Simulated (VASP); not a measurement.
# Pt in VASP: a series of runs, part 2 of 2

VASP 6.6.1. The steps go on from the part before.

### Step 4. Single point, PBE

This run uses another cell than the first one: it holds 2 atoms, not 1.

File INCAR:

```
SYSTEM = Pt
  PREC = Accurate
  ENCUT = 520
  EDIFF = 1E-6
  ISMEAR = 0
  SIGMA = 0.1
  LREAL = .False.
  LASPH = .True.
  NELM = 60
  ALGO = Normal
  ISIF = 2
  LWAVE = .False.
  LCHARG = .True.
  GGA = PE
  LELF = .True.
  LVHAR = .True.
  NBANDS = 17
```

File KPOINTS:

```
Automatic mesh
0
Gamma
  6 6 4
  0 0 0
```

File POSCAR:

```
Pt
1.0
    2.3621332809     -1.3960839734     -0.4376560743
    2.3621332809      1.3960839734     -0.4376560743
   -2.3253373553      0.0000000000      5.1431059034
Pt
2
Direct
   -0.0000202260     -0.0000202260      0.2499883513
    1.0000202260      1.0000202260      0.7500116487
```

Potentials or basis: VASP PAW PBE potentials, release 64 (Pt).

The run is started by

```
$ cat potpaw_PBE.64/Pt/POTCAR > POTCAR
$ mpirun -np 1 vasp_std > vasp.out
```

OUTCAR:

```text
SYSTEM = Pt
   PREC = Accurate
   ENCUT = 520
   EDIFF = 1E-6
   ISMEAR = 0
   LREAL = .False.
   LASPH = .True.
   NELM = 60
   ISIF = 2
   GGA = PE

 ion  position               nearest neighbor table
   1  1.000  1.000  0.250-   2 2.82   2 2.82   2 2.82   2 2.82   2 2.82   2 2.82
   2  0.000  0.000  0.750-   1 2.82   1 2.82   1 2.82   1 2.82   1 2.82   1 2.82

  Warning from LATTYP: Got some problem with cell dimensions!
  Tried to take original basis but could not verify dimensions!
  LATTYP: Found a base centered monoclinic cell.
 ALAT       =     4.8046712587
 B/A-ratio  =     0.5811361062
 C/A-ratio  =     1.0189681255
 COS(beta)  =    -0.3229865438

  Lattice vectors:

 A1 = (  -2.3621332809,   1.3960839734,   0.4376560743)
 A2 = (  -2.3621332809,  -1.3960839734,   0.4376560743)
 A3 = (   2.3989292065,   0.0000000000,   4.2677937548)

Analysis of symmetry for initial positions (statically):
=====================================================================
 Subroutine PRICEL returns:
 Original cell was already a primitive cell.

 Routine SETGRP: Setting up the symmetry group for a
 base centered monoclinic supercell.

 Subroutine GETGRP returns: Found  4 space group operations
 (whereof  4 operations were pure point group operations)
 out of a pool of  4 trial point group operations.

The static configuration has the point symmetry C_2h.

Analysis of symmetry for dynamics (positions and initial velocities):
=====================================================================
 Subroutine PRICEL returns:
 Original cell was already a primitive cell.

 Routine SETGRP: Setting up the symmetry group for a
 base centered monoclinic supercell.

 Subroutine GETGRP returns: Found  4 space group operations
 (whereof  4 operations were pure point group operations)
 out of a pool of  4 trial point group operations.

The dynamic configuration has the point symmetry C_2h.

 Subroutine INISYM returns: Found  4 space group operations
 (whereof  4 operations are pure point group operations),
 and found     1 'primitive' translations

----------------------------------------------------------------------------------------

                                     Primitive cell

  volume of cell :      31.0796

  direct lattice vectors                    reciprocal lattice vectors
     2.362133281 -1.396083973 -0.437656074     0.231026154 -0.358144646  0.104453176
     2.362133281  1.396083973 -0.437656074     0.231026154  0.358144646  0.104453176
    -2.325337355  0.000000000  5.143105903     0.039318654  0.000000000  0.212212067

  length of vectors
     2.778536834  2.778536834  5.644354006     0.438806492  0.438806492  0.215823812

  position of ions in fractional coordinates (direct lattice)
     0.999979774  0.999979774  0.249988351
     0.000020226  0.000020226  0.750011649

  ion indices of the primitive-cell ions
   primitive index   ion index
                 1           1
                 2           2

----------------------------------------------------------------------------------------

 KPOINTS: Automatic mesh

Automatic generation of k-mesh.
 Grid dimensions read from file:
 generate k-points for:    6    6    4

 Generating k-lattice:

  Cartesian coordinates                     Fractional coordinates (reciprocal lattice)
     0.038504359 -0.059690774  0.017408863     0.166666667  0.000000000  0.000000000
     0.038504359  0.059690774  0.017408863     0.000000000  0.166666667  0.000000000
     0.009829663  0.000000000  0.053053017     0.000000000  0.000000000  0.250000000

  Length of vectors
     0.073134415  0.073134415  0.053955953

  Shift w.r.t. Gamma in fractional coordinates (k-lattice)
     0.000000000  0.000000000  0.000000000

 Subroutine IBZKPT returns following result:
 ===========================================

 Found     47 irreducible k-points:

 Following reciprocal coordinates:
            Coordinates               Weight
  0.000000  0.000000  0.000000      1.000000
  0.166667 -0.000000 -0.000000      4.000000
  0.333333  0.000000 -0.000000      4.000000
  0.500000  0.000000 -0.000000      2.000000
  0.166667  0.166667 -0.000000      2.000000
  0.333333  0.166667 -0.000000      4.000000
[... 16 lines left out ...]
 -0.333333  0.166667  0.250000      4.000000
 -0.166667  0.166667  0.250000      4.000000
 [... further k-points ...]
   k-points           NKPTS =     47   k-points in BZ     NKDIM =     47   number of bands    NBANDS=     17
   number of dos      NEDOS =    301   number of ions     NIONS =      2
   total plane-waves  NPLWV =  24192
   dimension x,y,z NGX =    24 NGY =   24 NGZ =   42
   dimension x,y,z NGXF=    48 NGYF=   48 NGZF=   84
   ions per type =               2
   NGX,Y,Z   is equivalent  to a cutoff of  14.36, 14.36, 12.37 a.u.
   NGXF,Y,Z  is equivalent  to a cutoff of  28.72, 28.72, 24.74 a.u.
 SYSTEM =  Pt
   PREC   = accura    normal or accurate (medium, high low for compatibility)
   ISTART =      0    job   : 0-new  1-cont  2-samecut
   ICHARG =      2    charge: 1-file 2-atom 10-const
   ISPIN  =      1    spin polarized calculation?
   LNONCOLLINEAR =      F non collinear calculations
   LSORBIT =      F    spin-orbit coupling
   LASPH  =      T    aspherical Exc in radial PAW
   ENCUT  =  520.0 eV  38.22 Ry    6.18 a.u.   5.17  5.17 10.49*2*pi/ulx,y,z
   NELM   =     60;   NELMIN=  2; NELMDL= -5     # of ELM steps
   EDIFF  = 0.1E-05   stopping-criterion for ELM
   LREAL  =      F    real-space projection
   EDIFFG = 0.1E-04   stopping-criterion for IOM
   NSW    =      0    number of steps for IOM
   IBRION =     -1    ionic relax: 0-MD 1-quasi-New 2-CG
   NFREE  =      0    steps in history (QN), initial steepest desc. (CG)
   ISIF   =      2    stress and relaxation
   ISYM   =      2    0-nonsym 1-usesym 2-fastsym
   POTIM  = 0.5000    time-step for ionic-motion
   TEBEG  =    0.0;   TEEND  =   0.0 temperature during run
   PSTRESS=    0.0 pullay stress
   NELECT =      20.0000    total number of electrons
   NUPDOWN=      -1.0000    fix difference up-down
   EMIN   =  10.00;   EMAX   =-10.00  energy-range for DOS
   EFERMI =   0.00;   METHOD = LEGACY
   ISMEAR =     0;   SIGMA  =   0.10  broadening in eV -4-tet -1-fermi 0-gaus
   EFERMI_NEDOS =   21; number of points for ismear=-14 and -15
   IALGO  =     38    algorithm
   IMIX   =      4    mixing-type and parameters
     AMIX     =   0.40;   BMIX     =  1.00
     AMIX_MAG =   1.60;   BMIX_MAG =  1.00
  volume/ion in A,a.u.               =      15.54       104.87
  Fermi-wavevector in a.u.,A,eV,Ry     =   1.413382  2.670905 27.179659  1.997649
  Thomas-Fermi vector in A             =   2.535033
   LORBIT       =      0    0 simple, 1 ext, 2 COOP (PROOUT), +10 PAW based schemes
   GGA     = PE    functional components
   LHFCALC =     F    Hartree Fock is set to
   AEXX    =    0.0000 exact exchange contribution
   IVDW    =     0    specifies the selected vdW correction
   LEPSILON=     F    determine dielectric tensor
   LRPA    =     F    only Hartree local field effects (RPA)
 non-spin polarized calculation
 Gauss-broadening in eV      SIGMA  =   0.10
  energy-cutoff  :      520.00
  volume of cell :       31.08
 maximum number of plane-waves:       851
 NGX is ok and might be reduce to    24

 number of electron      20.0000000 magnetization

 Free energy of the ion-electron system (eV)
  ---------------------------------------------------
  ext. energy  EPLUGINS =         0.00000000
  ---------------------------------------------------
  free energy    TOTEN  =       -12.32617145 eV

  energy without entropy =      -12.31342876  energy(sigma->0) =      -12.31980010

 E-fermi :  10.6479     XC(G=0): -13.3164

 val. band max:       10.6475120695   @ k =   0.5000   0.5000  -0.0000
 cond. band min:      10.6511457909   @ k =   0.0000   0.0000   0.0000
 fundamental gap:      0.0036337214
 Fermi energy:        10.6478575950

 k-point     1 :       0.0000    0.0000    0.0000
  band No.  band energies     occupation
      1       0.8137      2.00000
      2       3.6130      2.00000
      3       6.9177      2.00000
      4       6.9648      2.00000
      5       7.0750      2.00000
      6       7.0900      2.00000
[... 9 lines left out ...]
     16      29.6711      0.00000
     17      29.8373      0.00000
[... 441 lines left out ...]
 k-point    24 :      -0.1667    0.1667    0.2500
  band No.  band energies     occupation
      1       3.6478      2.00000
      2       5.3704      2.00000
      3       5.7947      2.00000
      4       6.0418      2.00000
      5       6.3437      2.00000
      6       7.2931      2.00000
[... 9 lines left out ...]
     16      25.7640      0.00000
     17      27.6255      0.00000

 [... further k-points ...]
[... 5 lines left out ...]
  --------------------------------------------------------------------------------------
  -------------------------------------------------------------------------------------
  Total       -0.1204778     -0.0801882     -0.1269084      0.0000000      0.0000000     -0.0023079
  in kB       -6.2107193     -4.1337604     -6.5422183      0.0000000      0.0000000     -0.1189730
  external PRESSURE =      -5.6288993 kB  Pullay stress =       0.0000000 kB

 VOLUME and BASIS-vectors are now :
 -----------------------------------------------------------------------------
  energy-cutoff  :      520.00
  volume of cell :       31.08
      direct lattice vectors                 reciprocal lattice vectors
     2.362133281 -1.396083973 -0.437656074     0.231026154 -0.358144646  0.104453176
     2.362133281  1.396083973 -0.437656074     0.231026154  0.358144646  0.104453176
    -2.325337355  0.000000000  5.143105903     0.039318654  0.000000000  0.212212067

 POSITION                                       TOTAL-FORCE (eV/Angst)
 -----------------------------------------------------------------------------------
      4.14286      0.00000      0.41042         0.000578      0.000000      0.001312
     -1.74393      0.00000      3.85737        -0.000578      0.000000     -0.001312
 -----------------------------------------------------------------------------------
    total drift:                               -0.000000     -0.000000      0.000000

  FREE ENERGIE OF THE ION-ELECTRON SYSTEM (eV)
  ---------------------------------------------------
  free  energy   TOTEN  =       -12.3261714493 eV

  energy  without entropy=      -12.3134287600  energy(sigma->0) =      -12.31980010
```

OSZICAR:

```text
N       E                     dE             d eps       ncg     rms          rms(c)
DAV:   1     0.985000047453E+02    0.98500E+02   -0.10369E+04  1598   0.112E+03
DAV:   2    -0.112950439559E+02   -0.10980E+03   -0.10439E+03  1734   0.242E+02
DAV:   3    -0.131054098613E+02   -0.18104E+01   -0.17889E+01  1939   0.307E+01
DAV:   4    -0.131149062879E+02   -0.94964E-02   -0.94952E-02  1812   0.231E+00
DAV:   5    -0.131149995590E+02   -0.93271E-04   -0.93271E-04  2020   0.244E-01    0.164E+01
DAV:   6    -0.124125049605E+02    0.70249E+00   -0.10534E+00  1682   0.927E+00    0.857E+00
DAV:   7    -0.123335460094E+02    0.78959E-01   -0.22796E-01  1758   0.430E+00    0.284E+00
DAV:   8    -0.123267134043E+02    0.68326E-02   -0.21099E-02  1747   0.117E+00    0.925E-01
DAV:   9    -0.123261613051E+02    0.55210E-03   -0.32375E-04  1836   0.147E-01    0.491E-02
DAV:  10    -0.123261708760E+02   -0.95709E-05   -0.67547E-06  1904   0.206E-02    0.139E-02
DAV:  11    -0.123261714493E+02   -0.57331E-06   -0.20691E-07  1007   0.363E-03
   1 F= -.12326171E+02 E0= -.12319800E+02  d E =-.127427E-01
```

stdout:

```text
POSCAR found type information on POSCAR Pt
 POSCAR found :  1 types and       2 ions
 scaLAPACK will be used
 LDA part: xc-table for (Slater+PW92), standard interpolation
 POSCAR, INCAR and KPOINTS ok, starting setup
 FFT: planning ... GRIDC
 FFT: planning ... GRID_SOFT
 FFT: planning ... GRID
 WAVECAR not read
 entering main loop
```

It took 22 s on 1 thread of Intel Xeon Platinum 8375C at 2.90GHz (Ice Lake), shared host; peak memory 0.17 GiB.

Results:

```
Free energy            : -12.3262 eV
Pressure               : -0.6 GPa
Band gap on the k mesh : zero (band 10 reaches 11.13 eV, above the bottom of band 11 at 9.38 eV)
```

Levels at points of the mesh, in eV from the Fermi level:
```tsv
k point	band 7	band 8	band 9	band 10	band 11	band 12	band 13	band 14
(0.00, 0.00, 0.00)	-3.48	-1.57	-1.49	-0.46	0.00	0.02	5.38	14.47
(0.50, 0.00, 0.00)	-0.01	0.01	0.12	0.45	0.51	1.85	5.72	8.54
(0.50, 0.50, 0.00)	-0.02	0.00	0.15	0.48	0.48	1.97	5.77	8.70
(0.00, 0.00, 0.50)	-3.20	-3.20	-1.30	-1.30	-1.27	-1.27	12.82	12.82
(0.50, 0.00, 0.50)	-1.98	-1.98	0.23	0.23	3.03	3.03	7.26	7.26
(0.50, 0.50, 0.50)	-2.03	-2.03	0.25	0.25	3.09	3.09	7.26	7.27
```

Caveat: the k points lie up to 0.46 Å⁻¹ apart; spin-orbit coupling is left out, which moves the levels of the heavy elements.

### Step 5. Single point, PBE

This run uses another cell than the first one, of 15.64 Å³/atom, 1.042 times its volume.

File INCAR:

```
SYSTEM = Pt
PREC = Accurate
ENCUT = 520
EDIFF = 1E-7
ISMEAR = 0
SIGMA = 0.1
LREAL = .FALSE.
LASPH = .TRUE.
NELM = 60
ALGO = Fast
ISIF = 2
LWAVE = .FALSE.
LCHARG = .FALSE.
GGA = PE
NBANDS = 11
```

File KPOINTS:

```
Automatic mesh
0
G
  24 24 24
  0 0 0
```

File POSCAR:

```
Pt
1.0
    1.4033518367      0.8102255607      2.2928811856
   -1.4033518367      0.8102255607      2.2928811856
    0.0000000000     -1.6204511214      2.2928811856
Pt
1
Direct
    0.5000000000      0.5000000000      0.5000000000
```

The run is started by

```
$ cat potpaw_PBE.64/Pt/POTCAR > POTCAR
$ mpirun -np 1 vasp_std > vasp.out
```

Wall time 2.5 min (1 thread of Intel Xeon Platinum 8375C at 2.90GHz (Ice Lake), shared host); peak memory 0.35 GiB.

It converged, with:

| Item | Value |
| --- | --- |
| Free energy | -6.1028 eV |
| Pressure | -0.5 GPa |
| Band gap on the k mesh | zero (band 5 reaches 11.03 eV, above the bottom of band 6 at 8.94 eV) |

Levels at points of the mesh, in eV from the Fermi level:
```csv
k point,band 2,band 3,band 4,band 5,band 6,band 7,band 8,band 9
"(0.00, 0.00, 0.00)",-3.56,-3.56,-3.56,-1.53,-1.53,14.75,19.50,19.51
"(0.50, 0.00, 0.00)",-3.62,-3.61,-0.31,0.04,0.04,5.58,14.30,18.73
"(0.50, 0.50, 0.00)",-6.23,0.01,0.47,0.47,1.86,8.50,11.28,11.30
"(0.50, 0.50, 0.50)",-3.61,-3.61,-0.31,0.04,0.04,5.57,14.31,18.75
```

Caveat: spin-orbit coupling is left out, which moves the levels of the heavy elements.

### Step 6. Relaxation of cell and atoms, PBE

This run uses another cell than the first one, of 15.49 Å³/atom, 1.032 times its volume.

File INCAR:

```
SYSTEM = Pt
PREC = Accurate ; ENCUT = 600
EDIFF = 1E-7 ; ISMEAR = 0
SIGMA = 0.1 ; LREAL = .FALSE.
LASPH = .TRUE. ; NELM = 60
ALGO = Fast ; ISIF = 3
LWAVE = .FALSE. ; LCHARG = .FALSE.
GGA = PE ; IBRION = 2
NSW = 100 ; EDIFFG = -0.01
```

File KPOINTS:

```
regular mesh
0
G
  24 24 24
  0 0 0
```

File POSCAR:

```
Pt
1.0
    1.3892684169      0.8020944945      2.3167267011
   -1.3892684169      0.8020944945      2.3167267011
    0.0000000000     -1.6041889889      2.3167267011
Pt
1
Direct
    0.5000000000      0.5000000000      0.5000000000
```

Potentials or basis: VASP PAW PBE potentials, release 64 (Pt).

The run is started by

```
$ cat potpaw_PBE.64/Pt/POTCAR > POTCAR
$ mpirun -np 1 vasp_std > vasp.out
```

OUTCAR:

```text
SYSTEM = Pt
   PREC = Accurate
   ENCUT = 600
   EDIFF = 1E-7
   ISMEAR = 0
   LREAL = .FALSE.
   LASPH = .TRUE.
   NELM = 60
   ISIF = 3
   GGA = PE
   IBRION = 2
   NSW = 100
   EDIFFG = -0.01

 ion  position               nearest neighbor table
   1  0.500  0.500  0.500-

  LATTYP: Found a trigonal (rhomboedric) cell.
 ALAT       =     2.8179149952
 COS(alpha) =     0.5138765796

  Lattice vectors:

 A1 = (   1.3892684169,   0.8020944945,   2.3167267011)
 A2 = (  -1.3892684169,   0.8020944945,   2.3167267011)
 A3 = (   0.0000000000,  -1.6041889889,   2.3167267011)

Analysis of symmetry for initial positions (statically):
=====================================================================
 Subroutine PRICEL returns:
[... 457 lines left out ...]
  free energy    TOTEN  =        -6.10298553 eV

  energy without entropy =       -6.09173882  energy(sigma->0) =       -6.09736218

 E-fermi :  10.5924     XC(G=0): -13.2814

 val. band max:       10.5917851658   @ k =   0.4167   0.3750   0.0000
 cond. band min:      10.5927719465   @ k =  -0.4583   0.5000   0.3750
 fundamental gap:      0.0009867808
 Fermi energy:        10.5924105731

 k-point     1 :       0.0000    0.0000    0.0000
  band No.  band energies     occupation
      1       0.7766      2.00000
      2       7.0213      2.00000
      3       7.0264      2.00000
      4       7.0264      2.00000
      5       9.0593      2.00000
      6       9.0593      2.00000
      7      25.3361      0.00000
      8      30.0967      0.00000
      9      30.1113      0.00000
[... 265 lines left out ...]
 k-point    24 :       0.4583    0.0417    0.0000
  band No.  band energies     occupation
      1       3.6909      2.00000
      2       6.9507      2.00000
      3       7.0483      2.00000
      4       9.2991      2.00000
      5      10.5963      0.95654
      6      10.8973      0.00002
      7      16.9314      0.00000
      8      25.1145      0.00000
      9      29.3294      0.00000

 [... further k-points ...]
[... 5 lines left out ...]
  --------------------------------------------------------------------------------------
  -------------------------------------------------------------------------------------
  Total        0.0020809      0.0020809     -0.0022481      0.0000000     -0.0000000      0.0000000
  in kB        0.2134743      0.2134743     -0.2306321      0.0000000     -0.0000000      0.0000000
  external PRESSURE =       0.0654388 kB  Pullay stress =       0.0000000 kB
[... 16 lines left out ...]
  FREE ENERGIE OF THE ION-ELECTRON SYSTEM (eV)
  ---------------------------------------------------
  free  energy   TOTEN  =        -6.1029855342 eV

  energy  without entropy=       -6.0917388207  energy(sigma->0) =       -6.09736218

 reached required accuracy - stopping structural energy minimisation
```

CONTCAR:

```text
Pt
   1.00000000000000
     1.4026362261996046    0.8098124027973503    2.2915282801028685
    -1.4026362261996046    0.8098124027973503    2.2915282801028685
    -0.0000000000000000   -1.6196248054948323    2.2915282801032486
  Pt
     1
Direct
     0.5000000000000000    0.5000000000000000    0.5000000000000000

  0.00000000E+00  0.00000000E+00  0.00000000E+00
```

Wall time 11 min (1 thread of Intel Xeon Platinum 8375C at 2.90GHz (Ice Lake), shared host); peak memory 0.4 GiB.

Results:

| Item | Value |
| --- | --- |
| Free energy | -6.1030 eV |
| Relaxed volume | 15.62 Å³/atom |
| Relaxed cell | a = 2.806 Å, b = 2.806 Å, c = 2.806 Å, α = 59.98°, β = 59.98°, γ = 59.98° |
| Space group after relaxing (to 0.05 Å) | Fm-3m (No. 225) |
| Energy gained by relaxing | 2.7 meV/atom |
| Ionic steps | 9 |
| Pressure after relaxing | 0.0 GPa |
| Band gap on the k mesh | zero (band 5 reaches 11.06 eV, above the bottom of band 6 at 8.96 eV) |

The path:
```
step  energy change (eV)  largest force (eV/Å)  pressure (GPa)  volume (Å³)
   1              0.0000                0.0000            2.20        15.49
   2              0.0035                0.0000           -5.27        15.97
   3             -0.0016                0.0000           -0.58        15.66
   4             -0.0026                0.0000           -0.13        15.63
   5             -0.0027                0.0000            0.13        15.61
   6             -0.0027                0.0000            0.13        15.61
   7             -0.0027                0.0000            0.11        15.61
   8             -0.0027                0.0000           -0.25        15.63
   9             -0.0027                0.0000            0.01        15.62
```

Final structure:
```
Pt
1.0
     1.40264    0.80981    2.29153
    -1.40264    0.80981    2.29153
     0.00000   -1.61962    2.29153
Pt
1
Direct
  0.50000 0.50000 0.50000
```

Caveat: spin-orbit coupling is left out, which moves the levels of the heavy elements.

### Step 7. The runs side by side

| task | cell | k mesh | cutoff (eV) | gap on the mesh (eV) | pressure (GPa) | relaxed volume (Å³/atom) |
| --- | --- | --- | --- | --- | --- | --- |
| relaxation of cell and atoms | relaxed from a = 2.769 Å, angles 60.0°, 1 atom | 8 × 8 × 8 | 500 | none | -0.3 | 15.59 |
| single point | a = 2.807 Å, angles 60.0°, 1 atom | 24 × 24 × 24 | 500 | none | -0.5 | - |
| single point | a = 2.779, b = 2.779, c = 5.644 Å, angles 119.6, 119.6, 60.3°, 2 atoms | 6 × 6 × 4 | 520 | none | -0.6 | - |
| single point | a = 2.808 Å, angles 60.0°, 1 atom | 24 × 24 × 24 | 520 | none | -0.5 | - |
| relaxation of cell and atoms | relaxed from a = 2.818 Å, angles 59.1°, 1 atom | 24 × 24 × 24 | 600 | none | 0.0 | 15.62 |

Alike in all rows: level PBE; potentials or basis VASP PAW PBE potentials, release 64 (Pt); no spin polarisation; smearing gaussian 0.1 eV.

Caveats: some runs use coarse meshes; spin-orbit coupling is left out, which moves the levels of the heavy elements.

Absolute energies hang on the potentials; compare differences alone.
